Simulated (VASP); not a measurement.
A run of VASP 6.6.1:

The input INCAR:

```
  PREC = Accurate
  ENCUT = 520
  EDIFF = 1E-6
  ISMEAR = 0
  SIGMA = 0.01
  LREAL = False
  LASPH = True
  NELM = 150
  ALGO = Normal
  ISIF = 2
  LWAVE = False
  LCHARG = False
  ISPIN = 2
  MAGMOM = 4 4 0 0 0 0
  LORBIT = 11
  LMAXMIX = 4
  GGA = PE
  NBANDS = 38
```

File KPOINTS:

```
Automatic mesh
0
Gamma
  8 8 12
```

File POSCAR:

```
MnO2
1.0
    4.3660603969      0.0000000000      0.0000000000
    0.0000000000      4.5188684733      0.0000000000
    0.0000000000      0.0000000000      2.8740313864
Mn O
2 4
Direct
    0.0000000000      0.0000000000      0.0000000000
    0.5000000000      0.5000000000      0.5000000000
    0.7832815991      0.1735625303      0.5000000000
    0.7167184009      0.6735625303      0.0000000000
    0.2832815991      0.3264374697      0.0000000000
    0.2167184009      0.8264374697      0.5000000000
```

Potentials or basis: VASP PAW PBE potentials, release 64 (Mn_pv, O).

Run with:

```sh
$ cat potpaw_PBE.64/Mn_pv/POTCAR potpaw_PBE.64/O/POTCAR > POTCAR
$ mpirun -np 1 vasp_std > vasp.out
```

Hardware: 1 thread of Oxide Virtual Turin-like Processor, with other jobs on the host.

Q: How long does it take, and how much memory?

A: Run time: 19 min on 1 thread of Oxide Virtual Turin-like Processor, with other jobs on the host, peak memory 0.53 GiB. Counts: scf iterations 16, k points 175.
